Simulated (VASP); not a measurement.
# CdS (rocksalt type) (Fm-3m) in VASP: a series of runs

The runs below take CdS (rocksalt type) through single point, with PBEsol.

Program: VASP 6.6.1. These are calculated values, not measurements. Logs are shortened: lines on timing, memory, paths and dates and some standing lists are left out, and cuts for length are marked.

**1. The cell of the first run**

Symmetry: Fm-3m, No. 225, cubic system. Conventional cell: a = 4.422 Å, b = 4.422 Å, c = 4.422 Å, α = 90.00°, β = 90.00°, γ = 90.00°. Cd (site symmetry m-3m) has 6 S at 2.21 Å within 2.9 Å. Within 2.9 Å of S (site symmetry m-3m) lie 6 Cd at 2.21 Å.

**2. Single point, PBEsol (volume scaled by 0.55)**

The input, INCAR:

```
PREC     = Accurate       # precision mode
ENCUT    = 520            # plane-wave cutoff, eV
EDIFF    = 1E-6           # SCF threshold, eV
ISMEAR   = -1             # smearing method
SIGMA    = 0.08           # smearing width, eV
LREAL    = F              # projectors in reciprocal space
LASPH    = T              # aspherical terms in the spheres
NELM     = 60             # most SCF steps
ALGO     = Normal         # electronic algorithm
ISIF     = 2              # what is computed and relaxed
LWAVE    = F              # write WAVECAR
LCHARG   = F              # write CHGCAR
GGA      = PS             # functional
NBANDS   = 16             # bands
```

The input, KPOINTS:

```
Automatic mesh
0
Gamma
  13 13 13
```

The input, POSCAR:

```
CdS
1.0
    0.0000000000      2.2109728379      2.2109728379
    2.2109728379      0.0000000000      2.2109728379
    2.2109728379      2.2109728379      0.0000000000
Cd S
1 1
Direct
    0.0000000000      0.0000000000      0.0000000000
    0.5000000000      0.5000000000      0.5000000000
```

Potentials or basis: VASP PAW PBE potentials, release 64 (Cd, S).

The run is started by

```bash
$ cat potpaw_PBE.64/Cd/POTCAR potpaw_PBE.64/S/POTCAR > POTCAR
$ mpirun -np 1 vasp_std > vasp.out
```

OUTCAR:

```text
PREC = Accurate
   ENCUT = 520
   EDIFF = 1E-6
   ISMEAR = -1
   LREAL = F
   LASPH = T
   NELM = 60
   ISIF = 2
   GGA = PS

 ion  position               nearest neighbor table
   1  0.000  0.000  0.000-   2 2.21   2 2.21   2 2.21   2 2.21   2 2.21   2 2.21
   2  0.500  0.500  0.500-   1 2.21   1 2.21   1 2.21   1 2.21   1 2.21   1 2.21

  LATTYP: Found a face centered cubic cell.
 ALAT       =     4.4219456758

  Lattice vectors:

 A1 = (   0.0000000000,   2.2109728379,   2.2109728379)
 A2 = (   2.2109728379,   0.0000000000,   2.2109728379)
 A3 = (   2.2109728379,   2.2109728379,   0.0000000000)

Analysis of symmetry for initial positions (statically):
=====================================================================
 Subroutine PRICEL returns:
 Original cell was already a primitive cell.

 Routine SETGRP: Setting up the symmetry group for a
 face centered cubic supercell.

 Subroutine GETGRP returns: Found 48 space group operations
 (whereof 48 operations were pure point group operations)
 out of a pool of 48 trial point group operations.

The static configuration has the point symmetry O_h .

Analysis of symmetry for dynamics (positions and initial velocities):
=====================================================================
 Subroutine PRICEL returns:
 Original cell was already a primitive cell.

 Routine SETGRP: Setting up the symmetry group for a
 face centered cubic supercell.

 Subroutine GETGRP returns: Found 48 space group operations
 (whereof 48 operations were pure point group operations)
 out of a pool of 48 trial point group operations.

The dynamic configuration has the point symmetry O_h .

 Subroutine INISYM returns: Found 48 space group operations
 (whereof 48 operations are pure point group operations),
 and found     1 'primitive' translations

----------------------------------------------------------------------------------------

                                     Primitive cell

  volume of cell :      21.6162

  direct lattice vectors                    reciprocal lattice vectors
     0.000000000  2.210972838  2.210972838    -0.226144795  0.226144795  0.226144795
     2.210972838  0.000000000  2.210972838     0.226144795 -0.226144795  0.226144795
     2.210972838  2.210972838  0.000000000     0.226144795  0.226144795 -0.226144795

  length of vectors
     3.126787773  3.126787773  3.126787773     0.391694275  0.391694275  0.391694275

  position of ions in fractional coordinates (direct lattice)
     0.000000000  0.000000000  0.000000000
     0.500000000  0.500000000  0.500000000

  ion indices of the primitive-cell ions
   primitive index   ion index
                 1           1
                 2           2

----------------------------------------------------------------------------------------

 KPOINTS: Automatic mesh

Automatic generation of k-mesh.
 Grid dimensions read from file:
 generate k-points for:   13   13   13

 Generating k-lattice:

  Cartesian coordinates                     Fractional coordinates (reciprocal lattice)
    -0.017395753  0.017395753  0.017395753     0.076923077  0.000000000  0.000000000
     0.017395753 -0.017395753  0.017395753     0.000000000  0.076923077  0.000000000
     0.017395753  0.017395753 -0.017395753     0.000000000  0.000000000  0.076923077

  Length of vectors
     0.030130329  0.030130329  0.030130329

  Shift w.r.t. Gamma in fractional coordinates (k-lattice)
     0.000000000  0.000000000  0.000000000

 Subroutine IBZKPT returns following result:
 ===========================================

 Found     84 irreducible k-points:

 Following reciprocal coordinates:
            Coordinates               Weight
  0.000000  0.000000  0.000000      1.000000
  0.076923  0.000000  0.000000      8.000000
  0.153846  0.000000  0.000000      8.000000
  0.230769  0.000000  0.000000      8.000000
  0.307692  0.000000  0.000000      8.000000
  0.384615  0.000000  0.000000      8.000000
[... 16 lines left out ...]
  0.384615  0.153846  0.000000     24.000000
  0.461538  0.153846  0.000000     24.000000
 [... further k-points ...]
   k-points           NKPTS =     84   k-points in BZ     NKDIM =     84   number of bands    NBANDS=     16
   number of dos      NEDOS =    301   number of ions     NIONS =      2
   total plane-waves  NPLWV =  13824
   dimension x,y,z NGX =    24 NGY =   24 NGZ =   24
   dimension x,y,z NGXF=    48 NGYF=   48 NGZF=   48
   ions per type =               1   1
   NGX,Y,Z   is equivalent  to a cutoff of  12.76, 12.76, 12.76 a.u.
   NGXF,Y,Z  is equivalent  to a cutoff of  25.52, 25.52, 25.52 a.u.
 SYSTEM =  unknown system
   PREC   = accura    normal or accurate (medium, high low for compatibility)
   ISTART =      0    job   : 0-new  1-cont  2-samecut
   ICHARG =      2    charge: 1-file 2-atom 10-const
   ISPIN  =      1    spin polarized calculation?
   LNONCOLLINEAR =      F non collinear calculations
   LSORBIT =      F    spin-orbit coupling
   LASPH  =      T    aspherical Exc in radial PAW
   ENCUT  =  520.0 eV  38.22 Ry    6.18 a.u.   5.81  5.81  5.81*2*pi/ulx,y,z
   NELM   =     60;   NELMIN=  2; NELMDL= -5     # of ELM steps
   EDIFF  = 0.1E-05   stopping-criterion for ELM
   LREAL  =      F    real-space projection
   EDIFFG = 0.1E-04   stopping-criterion for IOM
   NSW    =      0    number of steps for IOM
   IBRION =     -1    ionic relax: 0-MD 1-quasi-New 2-CG
   NFREE  =      0    steps in history (QN), initial steepest desc. (CG)
   ISIF   =      2    stress and relaxation
   ISYM   =      2    0-nonsym 1-usesym 2-fastsym
   POTIM  = 0.5000    time-step for ionic-motion
   TEBEG  =    0.0;   TEEND  =   0.0 temperature during run
   PSTRESS=    0.0 pullay stress
   NELECT =      18.0000    total number of electrons
   NUPDOWN=      -1.0000    fix difference up-down
   EMIN   =  10.00;   EMAX   =-10.00  energy-range for DOS
   EFERMI =   0.00;   METHOD = LEGACY
   ISMEAR =    -1;   SIGMA  =   0.08  broadening in eV -4-tet -1-fermi 0-gaus
   EFERMI_NEDOS =   21; number of points for ismear=-14 and -15
   IALGO  =     38    algorithm
   IMIX   =      4    mixing-type and parameters
     AMIX     =   0.40;   BMIX     =  1.00
     AMIX_MAG =   1.60;   BMIX_MAG =  1.00
  volume/ion in A,a.u.               =      10.81        72.94
  Fermi-wavevector in a.u.,A,eV,Ry     =   1.540183  2.910523 32.275236  2.372163
  Thomas-Fermi vector in A             =   2.646306
   LORBIT       =      0    0 simple, 1 ext, 2 COOP (PROOUT), +10 PAW based schemes
   GGA     = PS    functional components
   LHFCALC =     F    Hartree Fock is set to
   AEXX    =    0.0000 exact exchange contribution
   IVDW    =     0    specifies the selected vdW correction
   LEPSILON=     F    determine dielectric tensor
   LRPA    =     F    only Hartree local field effects (RPA)
 non-spin polarized calculation
  energy-cutoff  :      520.00
  volume of cell :       21.62
 maximum number of plane-waves:       592
   NGX = 11   NGY = 11   NGZ = 11

 number of electron      18.0000004 magnetization

 Free energy of the ion-electron system (eV)
  ---------------------------------------------------
  ext. energy  EPLUGINS =         0.00000000
  ---------------------------------------------------
  free energy    TOTEN  =         0.00014609 eV

  energy without entropy =        0.00549411  energy(sigma->0) =        0.00282010

 E-fermi :  12.4557     XC(G=0): -14.0837

 val. band max:       12.3587699106   @ k =  -0.4615   0.4615   0.0000
 cond. band min:      12.4693589332   @ k =  -0.3846   0.0769   0.0000
 fundamental gap:      0.1105890226
 Fermi energy:        12.4556756927

 k-point     1 :       0.0000    0.0000    0.0000
  band No.  band energies     occupation
      1      -7.9627      2.00000
      2       0.5952      2.00000
      3       0.5952      2.00000
      4       0.5952      2.00000
      5       0.6403      2.00000
      6       0.6403      2.00000
[... 8 lines left out ...]
     15      26.6315      0.00000
     16      26.6315      0.00000

 k-point     2 :       0.0769    0.0000    0.0000
  band No.  band energies     occupation
      1      -7.8355      2.00000
      2       0.5362      2.00000
      3       0.5362      2.00000
      4       0.5406      2.00000
      5       0.6621      2.00000
      6       0.6621      2.00000
[... 8 lines left out ...]
     15      25.2333      0.00000
     16      25.2333      0.00000

 k-point     3 :       0.1538    0.0000    0.0000
  band No.  band energies     occupation
      1      -7.4605      2.00000
      2       0.2905      2.00000
      3       0.2905      2.00000
      4       0.3699      2.00000
      5       0.8236      2.00000
      6       0.8236      2.00000
[... 8 lines left out ...]
     15      23.9167      0.00000
     16      24.0524      0.00000

 k-point     4 :       0.2308    0.0000    0.0000
  band No.  band energies     occupation
      1      -6.8578      2.00000
      2      -0.0264      2.00000
      3      -0.0264      2.00000
      4       0.0581      2.00000
      5       1.0632      2.00000
      6       1.0632      2.00000
[... 8 lines left out ...]
     15      23.6069      0.00000
     16      25.0169      0.00000

 k-point     5 :       0.3077    0.0000    0.0000
  band No.  band energies     occupation
      1      -6.0682      2.00000
      2      -0.4377      2.00000
      3      -0.3312      2.00000
      4      -0.3312      2.00000
      5       1.3318      2.00000
      6       1.3318      2.00000
[... 8 lines left out ...]
     15      24.0178      0.00000
     16      25.4659      0.00000

 k-point     6 :       0.3846    0.0000    0.0000
  band No.  band energies     occupation
      1      -5.1763      2.00000
      2      -1.1221      2.00000
      3      -0.5640      2.00000
      4      -0.5640      2.00000
      5       1.5669      2.00000
      6       1.5669      2.00000
[... 8 lines left out ...]
     15      25.2470      0.00000
     16      25.6858      0.00000
[... 267 lines left out ...]
 k-point    21 :       0.2308    0.1538    0.0000
  band No.  band energies     occupation
      1      -6.9254      2.00000
      2      -0.3753      2.00000
      3       0.2400      2.00000
      4       0.5606      2.00000
      5       0.8973      2.00000
      6       1.0541      2.00000
[... 8 lines left out ...]
     15      26.6042      0.00000
     16      26.7104      0.00000

 k-point    22 :       0.3077    0.1538    0.0000
  band No.  band energies     occupation
      1      -6.3460      2.00000
      2      -0.6561      2.00000
      3       0.0505      2.00000
      4       0.2746      2.00000
      5       1.1120      2.00000
      6       1.3578      2.00000
[... 8 lines left out ...]
     15      26.3266      0.00000
     16      27.6419      0.00000

 k-point    23 :       0.3846    0.1538    0.0000
  band No.  band energies     occupation
      1      -5.6552      2.00000
      2      -0.9215      2.00000
      3      -0.1620      2.00000
      4      -0.0319      2.00000
      5       1.3762      2.00000
      6       1.6099      2.00000
[... 8 lines left out ...]
     15      26.3728      0.00000
     16      27.9178      0.00000

 k-point    24 :       0.4615    0.1538    0.0000
  band No.  band energies     occupation
      1      -4.9832      2.00000
      2      -1.2152      2.00000
      3      -0.3168      2.00000
      4      -0.2959      2.00000
      5       1.6409      2.00000
      6       1.7491      2.00000
[... 8 lines left out ...]
     15      27.9287      0.00000
     16      28.2250      0.00000

 [... further k-points ...]
[... 5 lines left out ...]
  --------------------------------------------------------------------------------------
  -------------------------------------------------------------------------------------
  Total       28.2307984     28.2307984     28.2307984     -0.0000000     -0.0000000      0.0000000
  in kB     2092.4424698   2092.4424698   2092.4424698     -0.0000000     -0.0000000      0.0000000
  external PRESSURE =    2092.4424698 kB  Pullay stress =       0.0000000 kB

 VOLUME and BASIS-vectors are now :
 -----------------------------------------------------------------------------
  energy-cutoff  :      520.00
  volume of cell :       21.62
      direct lattice vectors                 reciprocal lattice vectors
     0.000000000  2.210972838  2.210972838    -0.226144795  0.226144795  0.226144795
     2.210972838  0.000000000  2.210972838     0.226144795 -0.226144795  0.226144795
     2.210972838  2.210972838  0.000000000     0.226144795  0.226144795 -0.226144795

 POSITION                                       TOTAL-FORCE (eV/Angst)
 -----------------------------------------------------------------------------------
      0.00000      0.00000      0.00000         0.000000     -0.000000     -0.000000
      2.21097      2.21097      2.21097         0.000000      0.000000      0.000000
 -----------------------------------------------------------------------------------
    total drift:                                0.000000     -0.000000     -0.000000

  FREE ENERGIE OF THE ION-ELECTRON SYSTEM (eV)
  ---------------------------------------------------
  free  energy   TOTEN  =         0.0001460908 eV

  energy  without entropy=        0.0054941090  energy(sigma->0) =        0.00282010
```

Wall time 17 s (1 thread of AMD EPYC 7R13 (Zen 3), shared host); peak memory 0.13 GiB.

Results:

```yaml
Free_energy: 0.0001 eV
Pressure: 209.2 GPa
Band_gap_on_the_k_mesh: zero (band 9 reaches 12.50 eV, above the bottom of band 10 at 11.95 eV)
```

Caveat: the PAW data sets were made with another functional, which shifts forces and pressure a little.

(Part 1 of 2 ends here.)
